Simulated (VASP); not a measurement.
Input of a VASP 6.6.1 run:

The input INCAR:

```
SYSTEM = Rb
  PREC = Accurate
  ENCUT = 520
  EDIFF = 1E-6
  ISMEAR = 0
  SIGMA = 0.1
  LREAL = .FALSE.
  LASPH = .TRUE.
  NELM = 80
  ALGO = Fast
  ISIF = 2
  LWAVE = .FALSE.
  LCHARG = .TRUE.
  GGA = PE
  LELF = .TRUE.
  LVHAR = .TRUE.
  NBANDS = 10
```

The input KPOINTS:

```
regular mesh
0
G
  12 12 12
  0 0 0
```

POSCAR

```
Rb
1.0
    4.6598952925      0.0000000000      0.0000000000
    0.0000000000      4.6719150094      0.0000000000
    0.0000000000      0.0000000000      4.6812860312
Rb
1
Direct
    0.0000000000      0.0000000000      0.0000000000
```

Potentials or basis: VASP PAW PBE potentials, release 64 (Rb_sv).

Command:

```sh
$ cat potpaw_PBE.64/Rb_sv/POTCAR > POTCAR
$ mpirun -np 1 vasp_std > vasp.out
```

(1) What does it give for the band gap on the k mesh?

(2) Estimate the pressure.

Results:

(1) zero (an odd number of electrons rules out a gap without spin polarisation).

(2) -0.1 GPa.
